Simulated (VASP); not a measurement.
# WS2 (Tungstenite) (P6_3/mmc) in VASP: further runs

The runs below take WS2 (Tungstenite) through single point, with PBE.

Everything below comes from runs of VASP 6.6.1. Logs are shortened: lines on timing, memory, paths and dates and some standing lists are left out, and cuts for length are marked.

## Step 1: The cell of the first run

It takes space group P6_3/mmc (No. 194, hexagonal). The conventional cell has a = 3.189 Å, b = 3.189 Å, c = 14.811 Å, α = 90.00°, β = 90.00°, γ = 120.00°. Within 3.2 Å of W (site symmetry -6m2) lie 6 S at 2.42 Å and 6 W at 3.19 Å. Within 3.2 Å of S (site symmetry 3m) lie 3 W at 2.42 Å and 7 S at 3.14 to 3.19 Å.

## Step 2: Single point, PBE

Contents of INCAR:

```
SYSTEM = WS2
  PREC = Accurate
  ENCUT = 520
  EDIFF = 1E-7
  ISMEAR = -1
  SIGMA = 0.05
  LREAL = .FALSE.
  LASPH = .TRUE.
  NELM = 100
  ALGO = Normal
  ISIF = 2
  LWAVE = .FALSE.
  LCHARG = .TRUE.
  GGA = PE
  LELF = .TRUE.
  LVHAR = .TRUE.
  NBANDS = 35
```

Contents of KPOINTS:

```
regular mesh
0
G
  10 10 3
  0 0 0
```

Contents of POSCAR:

```
WS2
1.0
    3.1891286433      0.0000000000      0.0000000000
   -1.5945643217      2.7618664211      0.0000000000
    0.0000000000      0.0000000000     14.8107685076
W S
2 4
Direct
    0.6666666667      0.3333333333      0.7500000000
    0.3333333333      0.6666666667      0.2500000000
    0.6666666667      0.3333333333      0.3560988936
    0.3333333333      0.6666666667      0.8560988936
    0.6666666667      0.3333333333      0.1439011064
    0.3333333333      0.6666666667      0.6439011064
```

Potentials or basis: VASP PAW PBE potentials, release 64 (W_sv, S).

Started as:

```
cat potpaw_PBE.64/W_sv/POTCAR potpaw_PBE.64/S/POTCAR > POTCAR
mpirun -np 1 vasp_std > vasp.out
```

OUTCAR:

```text
SYSTEM = WS2
   PREC = Accurate
   ENCUT = 520
   EDIFF = 1E-7
   ISMEAR = -1
   LREAL = .FALSE.
   LASPH = .TRUE.
   NELM = 100
   ISIF = 2
   GGA = PE

 ion  position               nearest neighbor table
   1  0.667  0.333  0.750-   4 2.42   6 2.42   4 2.42   6 2.42   4 2.42   6 2.42
   2  0.333  0.667  0.250-   3 2.42   5 2.42   3 2.42   5 2.42   3 2.42   5 2.42
   3  0.667  0.333  0.356-   2 2.42   2 2.42   2 2.42
   4  0.333  0.667  0.856-   1 2.42   1 2.42   1 2.42
   5  0.667  0.333  0.144-   2 2.42   2 2.42   2 2.42
   6  0.333  0.667  0.644-   1 2.42   1 2.42   1 2.42

  LATTYP: Found a hexagonal cell.
 ALAT       =     3.1891286433
 C/A-ratio  =     4.6441426998

  Lattice vectors:

 A1 = (   3.1891286433,   0.0000000000,   0.0000000000)
 A2 = (  -1.5945643217,   2.7618664211,   0.0000000000)
 A3 = (   0.0000000000,   0.0000000000,  14.8107685076)

Analysis of symmetry for initial positions (statically):
=====================================================================
 Subroutine PRICEL returns:
 Original cell was already a primitive cell.

 Routine SETGRP: Setting up the symmetry group for a
 hexagonal supercell.

 Subroutine GETGRP returns: Found 24 space group operations
 (whereof 12 operations were pure point group operations)
 out of a pool of 24 trial point group operations.

The static configuration has the point symmetry D_3d.
 The point group associated with its full space group is D_6h.

Analysis of symmetry for dynamics (positions and initial velocities):
=====================================================================
 Subroutine PRICEL returns:
 Original cell was already a primitive cell.

 Routine SETGRP: Setting up the symmetry group for a
 hexagonal supercell.

 Subroutine GETGRP returns: Found 24 space group operations
 (whereof 12 operations were pure point group operations)
 out of a pool of 24 trial point group operations.

The dynamic configuration has the point symmetry D_3d.
 The point group associated with its full space group is D_6h.

 Subroutine INISYM returns: Found 24 space group operations
 (whereof 12 operations are pure point group operations),
 and found     1 'primitive' translations

----------------------------------------------------------------------------------------

                                     Primitive cell

  volume of cell :     130.4525

  direct lattice vectors                    reciprocal lattice vectors
     3.189128643  0.000000000  0.000000000     0.313565275  0.181036996  0.000000000
    -1.594564322  2.761866421  0.000000000     0.000000000  0.362073992  0.000000000
     0.000000000  0.000000000 14.810768508     0.000000000  0.000000000  0.067518441

  length of vectors
     3.189128643  3.189128643 14.810768508     0.362073992  0.362073992  0.067518441

  position of ions in fractional coordinates (direct lattice)
     0.666666667  0.333333333  0.750000000
     0.333333333  0.666666667  0.250000000
     0.666666667  0.333333333  0.356098894
     0.333333333  0.666666667  0.856098894
     0.666666667  0.333333333  0.143901106
     0.333333333  0.666666667  0.643901106

  ion indices of the primitive-cell ions
   primitive index   ion index
                 1           1
                 2           2
                 3           3
                 4           4
                 5           5
                 6           6

----------------------------------------------------------------------------------------

 KPOINTS: regular mesh

Automatic generation of k-mesh.
 Grid dimensions read from file:
 generate k-points for:   10   10    3

 Generating k-lattice:

  Cartesian coordinates                     Fractional coordinates (reciprocal lattice)
     0.031356527  0.018103700  0.000000000     0.100000000  0.000000000  0.000000000
     0.000000000  0.036207399  0.000000000     0.000000000  0.100000000  0.000000000
     0.000000000  0.000000000  0.022506147     0.000000000  0.000000000  0.333333333

  Length of vectors
     0.036207399  0.036207399  0.022506147

  Shift w.r.t. Gamma in fractional coordinates (k-lattice)
     0.000000000  0.000000000  0.000000000

 Subroutine IBZKPT returns following result:
 ===========================================

 Found     28 irreducible k-points:

 Following reciprocal coordinates:
            Coordinates               Weight
  0.000000  0.000000  0.000000      1.000000
  0.100000  0.000000  0.000000      6.000000
  0.200000  0.000000  0.000000      6.000000
  0.300000  0.000000  0.000000      6.000000
  0.400000  0.000000  0.000000      6.000000
  0.500000  0.000000  0.000000      3.000000
[... 16 lines left out ...]
  0.300000  0.100000  0.333333     24.000000
  0.400000  0.100000  0.333333     24.000000
 [... further k-points ...]
   k-points           NKPTS =     28   k-points in BZ     NKDIM =     28   number of bands    NBANDS=     35
   number of dos      NEDOS =    301   number of ions     NIONS =      6
   total plane-waves  NPLWV =  64512
   dimension x,y,z NGX =    24 NGY =   24 NGZ =  112
   dimension x,y,z NGXF=    48 NGYF=   48 NGZF=  224
   ions per type =               2   4
   NGX,Y,Z   is equivalent  to a cutoff of  12.51, 12.51, 12.57 a.u.
   NGXF,Y,Z  is equivalent  to a cutoff of  25.02, 25.02, 25.14 a.u.
 SYSTEM =  WS2
   PREC   = accura    normal or accurate (medium, high low for compatibility)
   ISTART =      0    job   : 0-new  1-cont  2-samecut
   ICHARG =      2    charge: 1-file 2-atom 10-const
   ISPIN  =      1    spin polarized calculation?
   LNONCOLLINEAR =      F non collinear calculations
   LSORBIT =      F    spin-orbit coupling
   LASPH  =      T    aspherical Exc in radial PAW
   ENCUT  =  520.0 eV  38.22 Ry    6.18 a.u.   5.93  5.93 27.54*2*pi/ulx,y,z
   NELM   =    100;   NELMIN=  2; NELMDL= -5     # of ELM steps
   EDIFF  = 0.1E-06   stopping-criterion for ELM
   LREAL  =      F    real-space projection
   EDIFFG = 0.1E-05   stopping-criterion for IOM
   NSW    =      0    number of steps for IOM
   IBRION =     -1    ionic relax: 0-MD 1-quasi-New 2-CG
   NFREE  =      0    steps in history (QN), initial steepest desc. (CG)
   ISIF   =      2    stress and relaxation
   ISYM   =      2    0-nonsym 1-usesym 2-fastsym
   POTIM  = 0.5000    time-step for ionic-motion
   TEBEG  =    0.0;   TEEND  =   0.0 temperature during run
   PSTRESS=    0.0 pullay stress
   NELECT =      52.0000    total number of electrons
   NUPDOWN=      -1.0000    fix difference up-down
   EMIN   =  10.00;   EMAX   =-10.00  energy-range for DOS
   EFERMI =   0.00;   METHOD = LEGACY
   ISMEAR =    -1;   SIGMA  =   0.05  broadening in eV -4-tet -1-fermi 0-gaus
   EFERMI_NEDOS =   21; number of points for ismear=-14 and -15
   IALGO  =     38    algorithm
   IMIX   =      4    mixing-type and parameters
     AMIX     =   0.40;   BMIX     =  1.00
     AMIX_MAG =   1.60;   BMIX_MAG =  1.00
  volume/ion in A,a.u.               =      21.74       146.72
  Fermi-wavevector in a.u.,A,eV,Ry     =   1.204828  2.276795 19.750371  1.451611
  Thomas-Fermi vector in A             =   2.340542
   LORBIT       =      0    0 simple, 1 ext, 2 COOP (PROOUT), +10 PAW based schemes
   GGA     = PE    functional components
   LHFCALC =     F    Hartree Fock is set to
   AEXX    =    0.0000 exact exchange contribution
   IVDW    =     0    specifies the selected vdW correction
   LEPSILON=     F    determine dielectric tensor
   LRPA    =     F    only Hartree local field effects (RPA)
 non-spin polarized calculation
  energy-cutoff  :      520.00
  volume of cell :      130.45
 maximum number of plane-waves:      3550
 NGX is ok and might be reduce to    24
   NGX = 11   NGY = 11   NGZ = 55

 number of electron      52.0000002 magnetization

 Free energy of the ion-electron system (eV)
  ---------------------------------------------------
  ext. energy  EPLUGINS =         0.00000000
  ---------------------------------------------------
  free energy    TOTEN  =       -47.36408821 eV

  energy without entropy =      -47.36408820  energy(sigma->0) =      -47.36408821

 E-fermi :   5.5316     XC(G=0):  -9.5201

 val. band max:        4.7209597537   @ k =   0.0000   0.0000   0.0000
 cond. band min:       6.4952902281   @ k =   0.2000   0.1000   0.0000
 fundamental gap:      1.7743304745
 Fermi energy:         5.5315674034

 k-point     1 :       0.0000    0.0000    0.0000
  band No.  band energies     occupation
      1     -69.5026      2.00000
      2     -69.5025      2.00000
      3     -33.7291      2.00000
      4     -33.7291      2.00000
      5     -33.5866      2.00000
      6     -33.5866      2.00000
[... 27 lines left out ...]
     34       7.5623      0.00000
     35       9.5743      0.00000

 k-point     2 :       0.1000    0.0000    0.0000
  band No.  band energies     occupation
      1     -69.5010      2.00000
      2     -69.5010      2.00000
      3     -33.7235      2.00000
      4     -33.7235      2.00000
      5     -33.6182      2.00000
      6     -33.6181      2.00000
[... 27 lines left out ...]
     34       7.7061      0.00000
     35      10.2273      0.00000

 k-point     3 :       0.2000    0.0000    0.0000
  band No.  band energies     occupation
      1     -69.4970      2.00000
      2     -69.4969      2.00000
      3     -33.7087      2.00000
      4     -33.7087      2.00000
      5     -33.6999      2.00000
      6     -33.6999      2.00000
[... 27 lines left out ...]
     34       8.3242      0.00000
     35      11.0648      0.00000
[... 723 lines left out ...]
 k-point    23 :       0.3000    0.1000    0.3333
  band No.  band energies     occupation
      1     -69.4892      2.00000
      2     -69.4892      2.00000
      3     -33.8411      2.00000
      4     -33.8411      2.00000
      5     -33.6801      2.00000
      6     -33.6801      2.00000
[... 27 lines left out ...]
     34       9.2046      0.00000
     35      11.2998      0.00000

 k-point    24 :       0.4000    0.1000    0.3333
  band No.  band energies     occupation
      1     -69.4864      2.00000
      2     -69.4864      2.00000
      3     -33.8921      2.00000
      4     -33.8921      2.00000
      5     -33.6802      2.00000
      6     -33.6802      2.00000
[... 27 lines left out ...]
     34       9.0699      0.00000
     35      10.0968      0.00000

 [... further k-points ...]
[... 5 lines left out ...]
  --------------------------------------------------------------------------------------
  -------------------------------------------------------------------------------------
  Total       -0.1468034     -0.1468034     -0.1325318      0.0000000     -0.0000000     -0.0000000
  in kB       -1.8029946     -1.8029946     -1.6277155      0.0000000     -0.0000000     -0.0000000
  external PRESSURE =      -1.7445682 kB  Pullay stress =       0.0000000 kB

 VOLUME and BASIS-vectors are now :
 -----------------------------------------------------------------------------
  energy-cutoff  :      520.00
  volume of cell :      130.45
      direct lattice vectors                 reciprocal lattice vectors
     3.189128643  0.000000000  0.000000000     0.313565275  0.181036996  0.000000000
    -1.594564322  2.761866421  0.000000000     0.000000000  0.362073992  0.000000000
     0.000000000  0.000000000 14.810768508     0.000000000  0.000000000  0.067518441

 POSITION                                       TOTAL-FORCE (eV/Angst)
 -----------------------------------------------------------------------------------
      1.59456      0.92062     11.10808        -0.000000      0.000000      0.000000
     -0.00000      1.84124      3.70269         0.000000     -0.000000      0.000000
      1.59456      0.92062      5.27410         0.000000      0.000000     -0.012688
     -0.00000      1.84124     12.67948        -0.000000     -0.000000     -0.012688
      1.59456      0.92062      2.13129         0.000000     -0.000000      0.012688
     -0.00000      1.84124      9.53667        -0.000000      0.000000      0.012688
 -----------------------------------------------------------------------------------
    total drift:                               -0.000000      0.000000     -0.000000

  FREE ENERGIE OF THE ION-ELECTRON SYSTEM (eV)
  ---------------------------------------------------
  free  energy   TOTEN  =       -47.3640882067 eV

  energy  without entropy=      -47.3640882045  energy(sigma->0) =      -47.36408821
```

Wall time 4.5 min (1 thread of AMD EPYC 7R13, shared host); peak memory 0.26 GiB.

What came out:

```
Free energy            : -47.3641 eV
Pressure               : -0.2 GPa
Largest force          : 0.013 eV/Å
Band gap on the k mesh : 1.77 eV, indirect (least direct gap 2.14 eV)
```

Forces in eV/Å, atoms in the order of the input:
```
W    0.000  0.000  0.000
W    0.000  0.000  0.000
S    0.000  0.000 -0.013
S    0.000  0.000 -0.013
S    0.000  0.000  0.013
S    0.000  0.000  0.013
```

Caveat: spin-orbit coupling is left out, which moves the levels of the heavy elements; this functional lacks dispersion, which binds the layers, so the pressure and a relaxed spacing across them are unreliable. Expect the measured gap to be larger: semilocal functionals such as PBE lack the derivative discontinuity.

(Continued in part 2 of 2.)
